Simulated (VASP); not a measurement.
# CsSnBr3 (Pm-3m) in VASP: a series of runs

Aim: see how the results for CsSnBr3 move with the level of theory and the settings. Levels: LDA, r2SCAN. Tasks: single point.

Everything below comes from runs of VASP 6.6.1. Logs are shortened: lines on timing, memory, paths and dates and some standing lists are left out, and cuts for length are marked.

## 1. The cell of the first run

The structure is cubic, space group Pm-3m (No. 221). Conventional cell: a = 5.841 Å, b = 5.841 Å, c = 5.841 Å, α = 90.00°, β = 90.00°, γ = 90.00°. Within 5.4 Å of Cs (site symmetry m-3m) lie 12 Br at 4.13 Å and 8 Sn at 5.06 Å. Sn (site symmetry m-3m) has 6 Br at 2.92 Å within 3.8 Å. Within 3.8 Å of Br (site symmetry 4/mmm) lie 2 Sn at 2.92 Å.

## 2. Single point, LDA

Contents of INCAR:

```
PREC     = Accurate       # precision mode
ENCUT    = 500            # plane-wave cutoff, eV
EDIFF    = 1E-6           # SCF threshold, eV
ISMEAR   = 0              # smearing method
SIGMA    = 0.01           # smearing width, eV
LREAL    = False          # projectors in reciprocal space
LASPH    = True           # aspherical terms in the spheres
NELM     = 120            # most SCF steps
ALGO     = Normal         # electronic algorithm
ISIF     = 2              # what is computed and relaxed
LWAVE    = False          # write WAVECAR
LCHARG   = False          # write CHGCAR
GGA      = CA             # functional
NBANDS   = 30             # bands
GGA_COMPAT= False
```

Contents of KPOINTS:

```
regular mesh
0
Gamma
  4 4 4
```

Contents of POSCAR:

```
CsSnBr3
1.0
    5.8411486749      0.0000000000      0.0000000000
    0.0000000000      5.8411486749      0.0000000000
    0.0000000000      0.0000000000      5.8411486749
Cs Sn Br
1 1 3
Direct
    0.0000000000      0.0000000000      0.0000000000
    0.5000000000      0.5000000000      0.5000000000
    0.5000000000      0.5000000000      0.0000000000
    0.5000000000      0.0000000000      0.5000000000
    0.0000000000      0.5000000000      0.5000000000
```

Potentials or basis: VASP PAW LDA potentials, release 64 (Cs_sv, Sn_d, Br).

Command:

```sh
cat potpaw_LDA.64/Cs_sv/POTCAR potpaw_LDA.64/Sn_d/POTCAR potpaw_LDA.64/Br/POTCAR > POTCAR
mpirun -np 1 vasp_std > vasp.out
```

OUTCAR:

```text
PREC = Accurate
   ENCUT = 500
   EDIFF = 1E-6
   ISMEAR = 0
   LREAL = False
   LASPH = True
   NELM = 120
   ISIF = 2
   GGA = CA

 ion  position               nearest neighbor table
   1  0.000  0.000  0.000-
   2  0.500  0.500  0.500-   3 2.92   4 2.92   5 2.92   3 2.92   4 2.92   5 2.92
   3  0.500  0.500  0.000-   2 2.92   2 2.92
   4  0.500  0.000  0.500-   2 2.92   2 2.92
   5  0.000  0.500  0.500-   2 2.92   2 2.92

  LATTYP: Found a simple cubic cell.
 ALAT       =     5.8411486749

  Lattice vectors:

 A1 = (   5.8411486749,   0.0000000000,   0.0000000000)
 A2 = (   0.0000000000,   5.8411486749,   0.0000000000)
 A3 = (   0.0000000000,   0.0000000000,   5.8411486749)

Analysis of symmetry for initial positions (statically):
=====================================================================
 Subroutine PRICEL returns:
 Original cell was already a primitive cell.

 Routine SETGRP: Setting up the symmetry group for a
 simple cubic supercell.

 Subroutine GETGRP returns: Found 48 space group operations
 (whereof 48 operations were pure point group operations)
 out of a pool of 48 trial point group operations.

The static configuration has the point symmetry O_h .

Analysis of symmetry for dynamics (positions and initial velocities):
=====================================================================
 Subroutine PRICEL returns:
 Original cell was already a primitive cell.

 Routine SETGRP: Setting up the symmetry group for a
 simple cubic supercell.

 Subroutine GETGRP returns: Found 48 space group operations
 (whereof 48 operations were pure point group operations)
 out of a pool of 48 trial point group operations.

The dynamic configuration has the point symmetry O_h .

 Subroutine INISYM returns: Found 48 space group operations
 (whereof 48 operations are pure point group operations),
 and found     1 'primitive' translations

----------------------------------------------------------------------------------------

                                     Primitive cell

  volume of cell :     199.2943

  direct lattice vectors                    reciprocal lattice vectors
     5.841148675  0.000000000  0.000000000     0.171199203  0.000000000  0.000000000
     0.000000000  5.841148675  0.000000000     0.000000000  0.171199203  0.000000000
     0.000000000  0.000000000  5.841148675     0.000000000  0.000000000  0.171199203

  length of vectors
     5.841148675  5.841148675  5.841148675     0.171199203  0.171199203  0.171199203

  position of ions in fractional coordinates (direct lattice)
     0.000000000  0.000000000  0.000000000
     0.500000000  0.500000000  0.500000000
     0.500000000  0.500000000  0.000000000
     0.500000000  0.000000000  0.500000000
     0.000000000  0.500000000  0.500000000

  ion indices of the primitive-cell ions
   primitive index   ion index
                 1           1
                 2           2
                 3           3
                 4           4
                 5           5

----------------------------------------------------------------------------------------

 KPOINTS: regular mesh

Automatic generation of k-mesh.
 Grid dimensions read from file:
 generate k-points for:    4    4    4

 Generating k-lattice:

  Cartesian coordinates                     Fractional coordinates (reciprocal lattice)
     0.042799801  0.000000000  0.000000000     0.250000000  0.000000000  0.000000000
     0.000000000  0.042799801  0.000000000     0.000000000  0.250000000  0.000000000
     0.000000000  0.000000000  0.042799801     0.000000000  0.000000000  0.250000000

  Length of vectors
     0.042799801  0.042799801  0.042799801

  Shift w.r.t. Gamma in fractional coordinates (k-lattice)
     0.000000000  0.000000000  0.000000000

 Subroutine IBZKPT returns following result:
 ===========================================

 Found     10 irreducible k-points:

 Following reciprocal coordinates:
            Coordinates               Weight
  0.000000  0.000000  0.000000      1.000000
  0.250000  0.000000  0.000000      6.000000
  0.500000  0.000000  0.000000      3.000000
  0.250000  0.250000  0.000000     12.000000
  0.500000  0.250000  0.000000     12.000000
  0.500000  0.500000  0.000000      3.000000
  0.250000  0.250000  0.250000      8.000000
  0.500000  0.250000  0.250000     12.000000
  0.500000  0.500000  0.250000      6.000000
  0.500000  0.500000  0.500000      1.000000
   k-points           NKPTS =     10   k-points in BZ     NKDIM =     10   number of bands    NBANDS=     30
   number of dos      NEDOS =    301   number of ions     NIONS =      5
   total plane-waves  NPLWV = 110592
   dimension x,y,z NGX =    48 NGY =   48 NGZ =   48
   dimension x,y,z NGXF=    96 NGYF=   96 NGZF=   96
   ions per type =               1   1   3
   NGX,Y,Z   is equivalent  to a cutoff of  13.66, 13.66, 13.66 a.u.
   NGXF,Y,Z  is equivalent  to a cutoff of  27.32, 27.32, 27.32 a.u.
 SYSTEM =  unknown system
   PREC   = accura    normal or accurate (medium, high low for compatibility)
   ISTART =      0    job   : 0-new  1-cont  2-samecut
   ICHARG =      2    charge: 1-file 2-atom 10-const
   ISPIN  =      1    spin polarized calculation?
   LNONCOLLINEAR =      F non collinear calculations
   LSORBIT =      F    spin-orbit coupling
   LASPH  =      T    aspherical Exc in radial PAW
   ENCUT  =  500.0 eV  36.75 Ry    6.06 a.u.  10.65 10.65 10.65*2*pi/ulx,y,z
   NELM   =    120;   NELMIN=  2; NELMDL= -5     # of ELM steps
   EDIFF  = 0.1E-05   stopping-criterion for ELM
   LREAL  =      F    real-space projection
   EDIFFG = 0.1E-04   stopping-criterion for IOM
   NSW    =      0    number of steps for IOM
   IBRION =     -1    ionic relax: 0-MD 1-quasi-New 2-CG
   NFREE  =      0    steps in history (QN), initial steepest desc. (CG)
   ISIF   =      2    stress and relaxation
   ISYM   =      2    0-nonsym 1-usesym 2-fastsym
   POTIM  = 0.5000    time-step for ionic-motion
   TEBEG  =    0.0;   TEEND  =   0.0 temperature during run
   PSTRESS=    0.0 pullay stress
   NELECT =      44.0000    total number of electrons
   NUPDOWN=      -1.0000    fix difference up-down
   EMIN   =  10.00;   EMAX   =-10.00  energy-range for DOS
   EFERMI =   0.00;   METHOD = LEGACY
   ISMEAR =     0;   SIGMA  =   0.01  broadening in eV -4-tet -1-fermi 0-gaus
   EFERMI_NEDOS =   21; number of points for ismear=-14 and -15
   IALGO  =     38    algorithm
   IMIX   =      4    mixing-type and parameters
     AMIX     =   0.40;   BMIX     =  1.00
     AMIX_MAG =   1.60;   BMIX_MAG =  1.00
  volume/ion in A,a.u.               =      39.86       268.98
  Fermi-wavevector in a.u.,A,eV,Ry     =   0.989451  1.869791 13.320274  0.979013
  Thomas-Fermi vector in A             =   2.121050
   LORBIT       =      0    0 simple, 1 ext, 2 COOP (PROOUT), +10 PAW based schemes
   GGA     = CA    functional components
   LHFCALC =     F    Hartree Fock is set to
   AEXX    =    0.0000 exact exchange contribution
   IVDW    =     0    specifies the selected vdW correction
   LEPSILON=     F    determine dielectric tensor
   LRPA    =     F    only Hartree local field effects (RPA)
 non-spin polarized calculation
 Gauss-broadening in eV      SIGMA  =   0.01
  energy-cutoff  :      500.00
  volume of cell :      199.29
 maximum number of plane-waves:      5088
 NGX is ok and might be reduce to    48
   NGX = 21   NGY = 21   NGZ = 21

 number of electron      44.0000007 magnetization

 Free energy of the ion-electron system (eV)
  ---------------------------------------------------
  ext. energy  EPLUGINS =         0.00000000
  ---------------------------------------------------
  free energy    TOTEN  =       -17.71247617 eV

  energy without entropy =      -17.71247617  energy(sigma->0) =      -17.71247617

 E-fermi :   2.0101     XC(G=0):  -8.0651

 val. band max:        1.9260893304   @ k =   0.5000   0.5000   0.5000
 cond. band min:       2.3364808599   @ k =   0.5000   0.5000   0.5000
 fundamental gap:      0.4103915295
 Fermi energy:         2.0100878133

 k-point     1 :       0.0000    0.0000    0.0000
  band No.  band energies     occupation
      1     -20.1643      2.00000
      2     -20.1334      2.00000
      3     -20.1334      2.00000
      4     -20.1009      2.00000
      5     -20.1009      2.00000
      6     -20.1009      2.00000
[... 22 lines left out ...]
     29       6.7677      0.00000
     30       6.7677      0.00000

 k-point     2 :       0.2500    0.0000    0.0000
  band No.  band energies     occupation
      1     -20.1637      2.00000
      2     -20.1334      2.00000
      3     -20.1303      2.00000
      4     -20.1010      2.00000
      5     -20.1010      2.00000
      6     -20.1009      2.00000
[... 22 lines left out ...]
     29       6.0725      0.00000
     30       6.8078      0.00000

 k-point     3 :       0.5000    0.0000    0.0000
  band No.  band energies     occupation
      1     -20.1630      2.00000
      2     -20.1334      2.00000
      3     -20.1273      2.00000
      4     -20.1011      2.00000
      5     -20.1011      2.00000
      6     -20.1009      2.00000
[... 22 lines left out ...]
     29       6.4414      0.00000
     30       7.0066      0.00000

 k-point     4 :       0.2500    0.2500    0.0000
  band No.  band energies     occupation
      1     -20.1631      2.00000
      2     -20.1319      2.00000
      3     -20.1288      2.00000
      4     -20.1010      2.00000
      5     -20.1010      2.00000
      6     -20.1010      2.00000
[... 22 lines left out ...]
     29       6.4013      0.00000
     30       6.8373      0.00000

 k-point     5 :       0.5000    0.2500    0.0000
  band No.  band energies     occupation
      1     -20.1626      2.00000
      2     -20.1315      2.00000
      3     -20.1262      2.00000
      4     -20.1011      2.00000
      5     -20.1011      2.00000
      6     -20.1010      2.00000
[... 22 lines left out ...]
     29       6.7526      0.00000
     30       7.1062      0.00000

 k-point     6 :       0.5000    0.5000    0.0000
  band No.  band energies     occupation
      1     -20.1622      2.00000
      2     -20.1304      2.00000
      3     -20.1242      2.00000
      4     -20.1011      2.00000
      5     -20.1011      2.00000
      6     -20.1011      2.00000
[... 22 lines left out ...]
     29       7.1558      0.00000
     30       7.1725      0.00000

 k-point     7 :       0.2500    0.2500    0.2500
  band No.  band energies     occupation
      1     -20.1626      2.00000
      2     -20.1288      2.00000
      3     -20.1288      2.00000
      4     -20.1011      2.00000
      5     -20.1011      2.00000
      6     -20.1010      2.00000
[... 22 lines left out ...]
     29       6.9551      0.00000
     30       6.9551      0.00000

 k-point     8 :       0.5000    0.2500    0.2500
  band No.  band energies     occupation
      1     -20.1621      2.00000
      2     -20.1288      2.00000
      3     -20.1258      2.00000
      4     -20.1012      2.00000
      5     -20.1011      2.00000
      6     -20.1011      2.00000
[... 22 lines left out ...]
     29       6.7679      0.00000
     30       6.7723      0.00000

 k-point     9 :       0.5000    0.5000    0.2500
  band No.  band energies     occupation
      1     -20.1616      2.00000
      2     -20.1273      2.00000
      3     -20.1242      2.00000
      4     -20.1012      2.00000
      5     -20.1012      2.00000
      6     -20.1012      2.00000
[... 22 lines left out ...]
     29       6.4384      0.00000
     30       7.0206      0.00000

 k-point    10 :       0.5000    0.5000    0.5000
  band No.  band energies     occupation
      1     -20.1610      2.00000
      2     -20.1242      2.00000
      3     -20.1242      2.00000
      4     -20.1013      2.00000
      5     -20.1013      2.00000
      6     -20.1013      2.00000
[... 22 lines left out ...]
     29       6.1631      0.00000
     30       7.4989      0.00000

------------------------ aborting loop because EDIFF is reached ----------------------------------------

  FORCE on cell =-STRESS in cart. coord.  units (eV):
  Direction    XX          YY          ZZ          XY          YZ          ZX
  --------------------------------------------------------------------------------------
  -------------------------------------------------------------------------------------
  Total       -2.1637791     -2.1637791     -2.1637791      0.0000000      0.0000000     -0.0000000
  in kB      -17.3951719    -17.3951719    -17.3951719      0.0000000      0.0000000     -0.0000000
  external PRESSURE =     -17.3951719 kB  Pullay stress =       0.0000000 kB

 VOLUME and BASIS-vectors are now :
 -----------------------------------------------------------------------------
  energy-cutoff  :      500.00
  volume of cell :      199.29
      direct lattice vectors                 reciprocal lattice vectors
     5.841148675  0.000000000  0.000000000     0.171199203  0.000000000  0.000000000
     0.000000000  5.841148675  0.000000000     0.000000000  0.171199203  0.000000000
     0.000000000  0.000000000  5.841148675     0.000000000  0.000000000  0.171199203

 POSITION                                       TOTAL-FORCE (eV/Angst)
 -----------------------------------------------------------------------------------
      0.00000      0.00000      0.00000         0.000000      0.000000      0.000000
      2.92057      2.92057      2.92057         0.000000      0.000000      0.000000
      2.92057      2.92057      0.00000         0.000000      0.000000      0.000000
      2.92057      0.00000      2.92057         0.000000      0.000000      0.000000
      0.00000      2.92057      2.92057         0.000000      0.000000      0.000000
 -----------------------------------------------------------------------------------
    total drift:                                0.000000     -0.000000     -0.000000

  FREE ENERGIE OF THE ION-ELECTRON SYSTEM (eV)
  ---------------------------------------------------
  free  energy   TOTEN  =       -17.7124761716 eV

  energy  without entropy=      -17.7124761716  energy(sigma->0) =      -17.71247617
```

Run time: 46 s. Hardware: 1 thread of Intel Xeon Platinum 8559C (Emerald Rapids), shared host; peak memory 0.28 GiB.

What came out:

| Quantity | Value |
| --- | --- |
| Free energy | -17.7125 eV |
| Pressure | -1.7 GPa |
| Band gap on the k mesh | 0.41 eV |

Levels at points of the mesh, in eV from the valence-band top:
```
           k point  band 20  band 21  band 22  band 23  band 24  band 25
(0.00, 0.00, 0.00)    -2.77    -2.77    -2.77     1.97     3.11     3.11
(0.50, 0.00, 0.00)    -2.89    -2.89    -1.95     1.43     3.47     4.08
(0.50, 0.50, 0.00)    -3.17    -2.40    -0.95     0.96     0.96     3.87
(0.50, 0.50, 0.50)    -2.39    -2.39     0.00     0.41     0.41     0.41
```

Caveat: spin-orbit coupling is left out, which moves the levels of the heavy elements. A k mesh can miss the band edges.

## 3. Single point, r2SCAN

POSCAR is that of step 2.

Contents of INCAR.step1:

```
ALGO = Normal
EDIFF = 1E-5
ENCUT = 550
GGA = PE
GGA_COMPAT = F
ISMEAR = 0
LASPH = T
LCHARG = F
LREAL = F
LWAVE = T
NBANDS = 30
NELM = 120
PREC = Accurate
SIGMA = 0.01
```

Contents of INCAR.step2:

```
ALGO = Normal
EDIFF = 1E-6
ENCUT = 550
GGA_COMPAT = F
ISIF = 2
ISMEAR = 0
ISTART = 1
LASPH = T
LCHARG = F
LMIXTAU = T
LREAL = F
LWAVE = F
METAGGA = R2SCAN
NBANDS = 30
NELM = 120
PREC = Accurate
SIGMA = 0.01
```

Contents of KPOINTS:

```
k-points
0
Gamma
  4 4 4
```

Potentials or basis: VASP PAW PBE potentials, release 64 (Cs_sv, Sn_d, Br).

Command:

```sh
cat potpaw_PBE.64/Cs_sv/POTCAR potpaw_PBE.64/Sn_d/POTCAR potpaw_PBE.64/Br/POTCAR > POTCAR
cp INCAR.step1 INCAR
mpirun -np 1 vasp_std > vasp.out
cp INCAR.step2 INCAR
mpirun -np 1 vasp_std > vasp.out
```

OUTCAR:

```text
EDIFF = 1E-6
   ENCUT = 550
   ISIF = 2
   ISMEAR = 0
   ISTART = 1
   LASPH = T
   LREAL = F
   METAGGA = R2SCAN
   NELM = 120
   PREC = Accurate

 ion  position               nearest neighbor table
   1  0.000  0.000  0.000-
   2  0.500  0.500  0.500-   3 2.92   4 2.92   5 2.92   3 2.92   4 2.92   5 2.92
   3  0.500  0.500  0.000-   2 2.92   2 2.92
   4  0.500  0.000  0.500-   2 2.92   2 2.92
[... 517 lines left out ...]
  Direction    XX          YY          ZZ          XY          YZ          ZX
  --------------------------------------------------------------------------------------
  -------------------------------------------------------------------------------------
  Total        0.0215107      0.0215107      0.0215107      0.0000000     -0.0000000      0.0000000
  in kB        0.1729304      0.1729304      0.1729304      0.0000000     -0.0000000      0.0000000
  external PRESSURE =       0.1729304 kB  Pullay stress =       0.0000000 kB

 VOLUME and BASIS-vectors are now :
 -----------------------------------------------------------------------------
  energy-cutoff  :      550.00
  volume of cell :      199.29
      direct lattice vectors                 reciprocal lattice vectors
     5.841148675  0.000000000  0.000000000     0.171199203  0.000000000  0.000000000
     0.000000000  5.841148675  0.000000000     0.000000000  0.171199203  0.000000000
     0.000000000  0.000000000  5.841148675     0.000000000  0.000000000  0.171199203

 POSITION                                       TOTAL-FORCE (eV/Angst)
 -----------------------------------------------------------------------------------
      0.00000      0.00000      0.00000         0.000000      0.000000      0.000000
      2.92057      2.92057      2.92057         0.000000      0.000000      0.000000
      2.92057      2.92057      0.00000         0.000000      0.000000      0.000000
      2.92057      0.00000      2.92057         0.000000      0.000000      0.000000
      0.00000      2.92057      2.92057         0.000000      0.000000      0.000000
 -----------------------------------------------------------------------------------
    total drift:                                0.000000     -0.000000     -0.000000

  FREE ENERGIE OF THE ION-ELECTRON SYSTEM (eV)
  ---------------------------------------------------
  free  energy   TOTEN  =       -96.2785749813 eV

  energy  without entropy=      -96.2785749813  energy(sigma->0) =      -96.27857498
```

OUTCAR.step1:

```text
EDIFF = 1E-5
   ENCUT = 550
   GGA = PE
   ISMEAR = 0
[... 546 lines left out ...]
      2.92057      2.92057      2.92057         0.000000      0.000000      0.000000
      2.92057      2.92057      0.00000         0.000000      0.000000      0.000000
      2.92057      0.00000      2.92057         0.000000      0.000000      0.000000
      0.00000      2.92057      2.92057         0.000000      0.000000      0.000000
 -----------------------------------------------------------------------------------
    total drift:                                0.000000     -0.000000     -0.000000

  FREE ENERGIE OF THE ION-ELECTRON SYSTEM (eV)
  ---------------------------------------------------
  free  energy   TOTEN  =       -15.7764817496 eV

  energy  without entropy=      -15.7764817496  energy(sigma->0) =      -15.77648175
```

It took 2.5 min on 1 thread of Intel Xeon Platinum 8559C (Emerald Rapids), shared host; peak memory 0.39 GiB.

Results:

| Item | Value |
| --- | --- |
| Free energy | -96.2786 eV |
| Pressure | 0.0 GPa |
| Band gap on the k mesh | 0.69 eV |

Caveat: the PAW data sets were made with another functional, which shifts forces and pressure a little; spin-orbit coupling is left out, which moves the levels of the heavy elements.
